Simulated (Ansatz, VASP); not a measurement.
# One calculation of MgAu, two programs

The input INCAR:

```
SYSTEM = MgAu
PREC = Accurate
ENCUT = 520
EDIFF = 1E-6
ISMEAR = -1
SIGMA = 0.05
LREAL = .False.
LASPH = .True.
NELM = 60
ALGO = Normal
ISIF = 2
LWAVE = .False.
LCHARG = .False.
NBANDS = 14
```

File KPOINTS:

```
regular mesh
0
Gamma
  13 13 13
  0 0 0
```

Contents of POSCAR:

```
MgAu
1.0
    3.3229181883      0.0000000000      0.0000000000
    0.0000000000      3.3229181883      0.0000000000
    0.0000000000      0.0000000000      3.3229181883
Mg Au
1 1
Direct
    0.5000000000      0.5000000000      0.5000000000
    0.0000000000      0.0000000000      0.0000000000
```

Input for Ansatz:

```yaml
crystal:
  lattice:
    - [3.3229181883, 0.0, 0.0]
    - [0.0, 3.3229181883, 0.0]
    - [0.0, 0.0, 3.3229181883]
  atoms:
    - { symbol: Mg, position: [0.5, 0.5, 0.5] }
    - { symbol: Au, position: [0.0, 0.0, 0.0] }
kpoints:
  mp_grid: { grid: [13, 13, 13] }
  band_path:
    path:
      - [0.0, 0.0, 0.0]
      - [0.0, 0.5, 0.0]
      - [0.5, 0.5, 0.0]
      - [0.0, 0.0, 0.0]
      - [0.5, 0.5, 0.5]
      - [0.0, 0.5, 0.0]
      - [0.5, 0.5, 0.5]
      - [0.5, 0.5, 0.0]
    npoints: 5
scf:
  occupations: { method: fermi_dirac, width: 0.05 }
hamiltonian:
  xc: lda
  pseudopotentials: { kind: all_electron, lapw: { basis_error: 0.00025 } }
output:
  forces: true
  stress: true
  eigenvalues: true
```

Change from the starting cell: volume scaled by 1.06.

Alike in both runs: task single point; functional LDA; k mesh 13 × 13 × 13; occupations fermi-dirac, width 0.05 eV; no spin polarisation.

```csv
,VASP,Ansatz
version,VASP 6.6.1,Ansatz 0.2.0
potentials or method,"VASP PAW LDA potentials, release 64 (Mg, Au), cutoff 520 eV","all-electron LAPW, scalar-relativistic"
```

VASP gave:

| Item | Value |
| --- | --- |
| pressure (GPa) | -8.1 |

Question: Estimate Ansatz's values.

Answer: Pressure (GPa): -7.8.

LDA's correlation is that of Perdew and Zunger in VASP and of Perdew and Wang (1992) in Ansatz. Ansatz ran all-electron here, and VASP with PAW potentials.

Spin-orbit coupling is off throughout.
